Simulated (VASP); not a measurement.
# TiPt3 (Pm-3m) in VASP: single point with PBE

Aim: the single point of TiPt3 with PBE.

Program: VASP 6.6.1. These are calculated values, not measurements. Logs are shortened: lines on timing, memory, paths and dates and some standing lists are left out, and cuts for length are marked.

## (1) The cell of the first run

The structure is cubic, space group Pm-3m (No. 221). Conventional cell: a = 3.897 Å, b = 3.897 Å, c = 3.897 Å, α = 90.00°, β = 90.00°, γ = 90.00°. Ti (site symmetry m-3m) has 12 Pt at 2.76 Å within 3.6 Å. Within 3.6 Å of Pt (site symmetry 4/mmm) lie 4 Ti at 2.76 Å and 8 Pt at 2.76 Å.

## (2) Single point, PBE

INCAR

```
ALGO = Normal
EDIFF = 1E-6
ENCUT = 520
GGA = PE
ISIF = 2
ISMEAR = -1
LASPH = True
LCHARG = False
LREAL = False
LWAVE = False
NBANDS = 29
NELM = 80
PREC = Accurate
SIGMA = 0.1
```

KPOINTS

```
Automatic mesh
0
Gamma
  6 6 6
  0.5 0.5 0.5
```

POSCAR

```
TiPt3
1.0
    3.8970000000      0.0000000000      0.0000000000
    0.0000000000      3.8970000000      0.0000000000
    0.0000000000      0.0000000000      3.8970000000
Ti Pt
1 3
Direct
    0.0000000000      0.0000000000      0.0000000000
    0.0000000000      0.5000000000      0.5000000000
    0.5000000000      0.0000000000      0.5000000000
    0.5000000000      0.5000000000      0.0000000000
```

Potentials or basis: VASP PAW PBE potentials, release 64 (Ti_sv, Pt).

Run with:

```bash
$ cat potpaw_PBE.64/Ti_sv/POTCAR potpaw_PBE.64/Pt/POTCAR > POTCAR
$ mpirun -np 1 vasp_std > vasp.out
```

OUTCAR:

```text
EDIFF = 1E-6
   ENCUT = 520
   GGA = PE
   ISIF = 2
   ISMEAR = -1
   LASPH = True
   LREAL = False
   NELM = 80
   PREC = Accurate

 ion  position               nearest neighbor table
   1  0.000  0.000  0.000-   2 2.76   3 2.76   4 2.76   2 2.76   3 2.76   2 2.76   4 2.76   2 2.76
                             3 2.76   4 2.76   3 2.76   4 2.76
   2  0.000  0.500  0.500-   1 2.76   3 2.76   4 2.76   1 2.76   4 2.76   1 2.76   3 2.76   1 2.76
                             3 2.76   4 2.76   4 2.76   3 2.76
   3  0.500  0.000  0.500-   1 2.76   2 2.76   4 2.76   1 2.76   4 2.76   2 2.76   4 2.76   4 2.76
                             1 2.76   2 2.76   1 2.76   2 2.76
   4  0.500  0.500  0.000-   1 2.76   2 2.76   3 2.76   2 2.76   3 2.76   1 2.76   3 2.76   3 2.76
                             1 2.76   2 2.76   2 2.76   1 2.76

  LATTYP: Found a simple cubic cell.
 ALAT       =     3.8970000000

  Lattice vectors:

 A1 = (   3.8970000000,   0.0000000000,   0.0000000000)
 A2 = (   0.0000000000,   3.8970000000,   0.0000000000)
 A3 = (   0.0000000000,   0.0000000000,   3.8970000000)

Analysis of symmetry for initial positions (statically):
=====================================================================
 Subroutine PRICEL returns:
 Original cell was already a primitive cell.

 Routine SETGRP: Setting up the symmetry group for a
 simple cubic supercell.

 Subroutine GETGRP returns: Found 48 space group operations
 (whereof 48 operations were pure point group operations)
 out of a pool of 48 trial point group operations.

The static configuration has the point symmetry O_h .

Analysis of symmetry for dynamics (positions and initial velocities):
=====================================================================
 Subroutine PRICEL returns:
 Original cell was already a primitive cell.

 Routine SETGRP: Setting up the symmetry group for a
 simple cubic supercell.

 Subroutine GETGRP returns: Found 48 space group operations
 (whereof 48 operations were pure point group operations)
 out of a pool of 48 trial point group operations.

The dynamic configuration has the point symmetry O_h .

 Subroutine INISYM returns: Found 48 space group operations
 (whereof 48 operations are pure point group operations),
 and found     1 'primitive' translations

----------------------------------------------------------------------------------------

                                     Primitive cell

  volume of cell :      59.1822

  direct lattice vectors                    reciprocal lattice vectors
     3.897000000  0.000000000  0.000000000     0.256607647  0.000000000  0.000000000
     0.000000000  3.897000000  0.000000000     0.000000000  0.256607647  0.000000000
     0.000000000  0.000000000  3.897000000     0.000000000  0.000000000  0.256607647

  length of vectors
     3.897000000  3.897000000  3.897000000     0.256607647  0.256607647  0.256607647

  position of ions in fractional coordinates (direct lattice)
     0.000000000  0.000000000  0.000000000
     0.000000000  0.500000000  0.500000000
     0.500000000  0.000000000  0.500000000
     0.500000000  0.500000000  0.000000000

  ion indices of the primitive-cell ions
   primitive index   ion index
                 1           1
                 2           2
                 3           3
                 4           4

----------------------------------------------------------------------------------------

 KPOINTS: Automatic mesh

Automatic generation of k-mesh.
 Grid dimensions read from file:
 generate k-points for:    6    6    6

 Generating k-lattice:

  Cartesian coordinates                     Fractional coordinates (reciprocal lattice)
     0.042767941  0.000000000  0.000000000     0.166666667  0.000000000  0.000000000
     0.000000000  0.042767941  0.000000000     0.000000000  0.166666667  0.000000000
     0.000000000  0.000000000  0.042767941     0.000000000  0.000000000  0.166666667

  Length of vectors
     0.042767941  0.042767941  0.042767941

  Shift w.r.t. Gamma in fractional coordinates (k-lattice)
     0.500000000  0.500000000  0.500000000

 Subroutine IBZKPT returns following result:
 ===========================================

 Found     10 irreducible k-points:

 Following reciprocal coordinates:
            Coordinates               Weight
  0.083333  0.083333  0.083333      8.000000
  0.250000  0.083333  0.083333     24.000000
  0.416667  0.083333  0.083333     24.000000
  0.250000  0.250000  0.083333     24.000000
  0.416667  0.250000  0.083333     48.000000
  0.416667  0.416667  0.083333     24.000000
  0.250000  0.250000  0.250000      8.000000
  0.416667  0.250000  0.250000     24.000000
  0.416667  0.416667  0.250000     24.000000
  0.416667  0.416667  0.416667      8.000000
   k-points           NKPTS =     10   k-points in BZ     NKDIM =     10   number of bands    NBANDS=     29
   number of dos      NEDOS =    301   number of ions     NIONS =      4
   total plane-waves  NPLWV =  27000
   dimension x,y,z NGX =    30 NGY =   30 NGZ =   30
   dimension x,y,z NGXF=    60 NGYF=   60 NGZF=   60
   ions per type =               1   3
   NGX,Y,Z   is equivalent  to a cutoff of  12.80, 12.80, 12.80 a.u.
   NGXF,Y,Z  is equivalent  to a cutoff of  25.60, 25.60, 25.60 a.u.
 SYSTEM =  unknown system
   PREC   = accura    normal or accurate (medium, high low for compatibility)
   ISTART =      0    job   : 0-new  1-cont  2-samecut
   ICHARG =      2    charge: 1-file 2-atom 10-const
   ISPIN  =      1    spin polarized calculation?
   LNONCOLLINEAR =      F non collinear calculations
   LSORBIT =      F    spin-orbit coupling
   LASPH  =      T    aspherical Exc in radial PAW
   ENCUT  =  520.0 eV  38.22 Ry    6.18 a.u.   7.25  7.25  7.25*2*pi/ulx,y,z
   NELM   =     80;   NELMIN=  2; NELMDL= -5     # of ELM steps
   EDIFF  = 0.1E-05   stopping-criterion for ELM
   LREAL  =      F    real-space projection
   EDIFFG = 0.1E-04   stopping-criterion for IOM
   NSW    =      0    number of steps for IOM
   IBRION =     -1    ionic relax: 0-MD 1-quasi-New 2-CG
   NFREE  =      0    steps in history (QN), initial steepest desc. (CG)
   ISIF   =      2    stress and relaxation
   ISYM   =      2    0-nonsym 1-usesym 2-fastsym
   POTIM  = 0.5000    time-step for ionic-motion
   TEBEG  =    0.0;   TEEND  =   0.0 temperature during run
   PSTRESS=    0.0 pullay stress
   NELECT =      42.0000    total number of electrons
   NUPDOWN=      -1.0000    fix difference up-down
   EMIN   =  10.00;   EMAX   =-10.00  energy-range for DOS
   EFERMI =   0.00;   METHOD = LEGACY
   ISMEAR =    -1;   SIGMA  =   0.10  broadening in eV -4-tet -1-fermi 0-gaus
   EFERMI_NEDOS =   21; number of points for ismear=-14 and -15
   IALGO  =     38    algorithm
   IMIX   =      4    mixing-type and parameters
     AMIX     =   0.40;   BMIX     =  1.00
     AMIX_MAG =   1.60;   BMIX_MAG =  1.00
  volume/ion in A,a.u.               =      14.80        99.85
  Fermi-wavevector in a.u.,A,eV,Ry     =   1.460251  2.759474 29.012153  2.132333
  Thomas-Fermi vector in A             =   2.576723
   LORBIT       =      0    0 simple, 1 ext, 2 COOP (PROOUT), +10 PAW based schemes
   GGA     = PE    functional components
   LHFCALC =     F    Hartree Fock is set to
   AEXX    =    0.0000 exact exchange contribution
   IVDW    =     0    specifies the selected vdW correction
   LEPSILON=     F    determine dielectric tensor
   LRPA    =     F    only Hartree local field effects (RPA)
 non-spin polarized calculation
  energy-cutoff  :      520.00
  volume of cell :       59.18
 maximum number of plane-waves:      1597
 NGX is ok and might be reduce to    30
   NGX = 15   NGY = 15   NGZ = 15

 number of electron      41.9999997 magnetization

 Free energy of the ion-electron system (eV)
  ---------------------------------------------------
  ext. energy  EPLUGINS =         0.00000000
  ---------------------------------------------------
  free energy    TOTEN  =       -29.51762926 eV

  energy without entropy =      -29.45734830  energy(sigma->0) =      -29.48748878

 E-fermi :  11.8162     XC(G=0): -13.2828

 val. band max:       11.7708815290   @ k =   0.0833   0.0833   0.0833
 cond. band min:      11.8625185212   @ k =   0.4167   0.0833   0.0833
 fundamental gap:      0.0916369922
 Fermi energy:        11.8161834874

 k-point     1 :       0.0833    0.0833    0.0833
  band No.  band energies     occupation
      1     -46.2927      2.00000
      2     -22.5178      2.00000
      3     -22.5156      2.00000
      4     -22.5156      2.00000
      5       1.9168      2.00000
      6       4.6133      2.00000
[... 21 lines left out ...]
     28      14.8823      0.00000
     29      20.5139      0.00000

 k-point     2 :       0.2500    0.0833    0.0833
  band No.  band energies     occupation
      1     -46.2920      2.00000
      2     -22.5285      2.00000
      3     -22.5182      2.00000
      4     -22.5172      2.00000
      5       2.6046      2.00000
      6       5.0230      2.00000
[... 21 lines left out ...]
     28      16.4905      0.00000
     29      19.4754      0.00000

 k-point     3 :       0.4167    0.0833    0.0833
  band No.  band energies     occupation
      1     -46.2913      2.00000
      2     -22.5398      2.00000
      3     -22.5202      2.00000
      4     -22.5187      2.00000
      5       3.7094      2.00000
      6       5.1782      2.00000
[... 21 lines left out ...]
     28      18.3839      0.00000
     29      19.2489      0.00000

 k-point     4 :       0.2500    0.2500    0.0833
  band No.  band energies     occupation
      1     -46.2915      2.00000
      2     -22.5307      2.00000
      3     -22.5244      2.00000
      4     -22.5190      2.00000
      5       3.2087      2.00000
      6       5.3922      2.00000
[... 21 lines left out ...]
     28      17.7320      0.00000
     29      18.1945      0.00000

 k-point     5 :       0.4167    0.2500    0.0833
  band No.  band energies     occupation
      1     -46.2909      2.00000
      2     -22.5370      2.00000
      3     -22.5267      2.00000
      4     -22.5205      2.00000
      5       4.1965      2.00000
      6       5.4592      2.00000
[... 21 lines left out ...]
     28      17.0376      0.00000
     29      19.1643      0.00000

 k-point     6 :       0.4167    0.4167    0.0833
  band No.  band energies     occupation
      1     -46.2906      2.00000
      2     -22.5345      2.00000
      3     -22.5330      2.00000
      4     -22.5223      2.00000
      5       4.9303      2.00000
      6       5.5581      2.00000
[... 21 lines left out ...]
     28      15.5510      0.00000
     29      20.3837      0.00000

 k-point     7 :       0.2500    0.2500    0.2500
  band No.  band energies     occupation
      1     -46.2911      2.00000
      2     -22.5324      2.00000
      3     -22.5236      2.00000
      4     -22.5236      2.00000
      5       3.6151      2.00000
      6       5.5054      2.00000
[... 21 lines left out ...]
     28      15.5138      0.00000
     29      19.0005      0.00000

 k-point     8 :       0.4167    0.2500    0.2500
  band No.  band energies     occupation
      1     -46.2908      2.00000
      2     -22.5344      2.00000
      3     -22.5279      2.00000
      4     -22.5228      2.00000
      5       4.2770      2.00000
      6       5.2259      2.00000
[... 21 lines left out ...]
     28      16.0785      0.00000
     29      17.4758      0.00000

 k-point     9 :       0.4167    0.4167    0.2500
  band No.  band energies     occupation
      1     -46.2907      2.00000
      2     -22.5320      2.00000
      3     -22.5299      2.00000
      4     -22.5243      2.00000
      5       4.5387      2.00000
      6       4.9926      2.00000
[... 21 lines left out ...]
     28      15.1580      0.00000
     29      17.9708      0.00000

 k-point    10 :       0.4167    0.4167    0.4167
  band No.  band energies     occupation
      1     -46.2908      2.00000
      2     -22.5290      2.00000
      3     -22.5268      2.00000
      4     -22.5268      2.00000
      5       4.3828      2.00000
      6       4.6301      2.00000
[... 21 lines left out ...]
     28      13.8010      0.00000
     29      17.6265      0.00000

------------------------ aborting loop because EDIFF is reached ----------------------------------------

  FORCE on cell =-STRESS in cart. coord.  units (eV):
  Direction    XX          YY          ZZ          XY          YZ          ZX
  --------------------------------------------------------------------------------------
  -------------------------------------------------------------------------------------
  Total        3.6200625      3.6200625      3.6200625      0.0000000      0.0000000     -0.0000000
  in kB       98.0021127     98.0021127     98.0021127      0.0000000      0.0000000     -0.0000000
  external PRESSURE =      98.0021127 kB  Pullay stress =       0.0000000 kB

 VOLUME and BASIS-vectors are now :
 -----------------------------------------------------------------------------
  energy-cutoff  :      520.00
  volume of cell :       59.18
      direct lattice vectors                 reciprocal lattice vectors
     3.897000000  0.000000000  0.000000000     0.256607647  0.000000000  0.000000000
     0.000000000  3.897000000  0.000000000     0.000000000  0.256607647  0.000000000
     0.000000000  0.000000000  3.897000000     0.000000000  0.000000000  0.256607647

 POSITION                                       TOTAL-FORCE (eV/Angst)
 -----------------------------------------------------------------------------------
      0.00000      0.00000      0.00000         0.000000      0.000000      0.000000
      0.00000      1.94850      1.94850         0.000000      0.000000      0.000000
      1.94850      0.00000      1.94850         0.000000      0.000000      0.000000
      1.94850      1.94850      0.00000         0.000000      0.000000      0.000000
 -----------------------------------------------------------------------------------
    total drift:                                0.000000      0.000000     -0.000000

  FREE ENERGIE OF THE ION-ELECTRON SYSTEM (eV)
  ---------------------------------------------------
  free  energy   TOTEN  =       -29.5176292606 eV

  energy  without entropy=      -29.4573483008  energy(sigma->0) =      -29.48748878
```

Run time: 25 s. Hardware: 1 thread of Intel Xeon Platinum 8375C at 2.90GHz (Ice Lake), shared host; peak memory 0.17 GiB.

Results:

```
Free energy            : -29.5176 eV
Pressure               : 9.8 GPa
Band gap on the k mesh : zero (band 21 reaches 12.28 eV, above the bottom of band 22 at 11.86 eV)
```

Levels at points of the mesh, in eV from the Fermi level:
```tsv
k point	band 17	band 18	band 19	band 20	band 21	band 22	band 23	band 24	band 25	band 26
(0.08, 0.08, 0.08)	-0.97	-0.97	-0.78	-0.05	0.47	1.25	1.25	1.53	1.53	2.68
```

Caveat: spin-orbit coupling is left out, which moves the levels of the heavy elements.
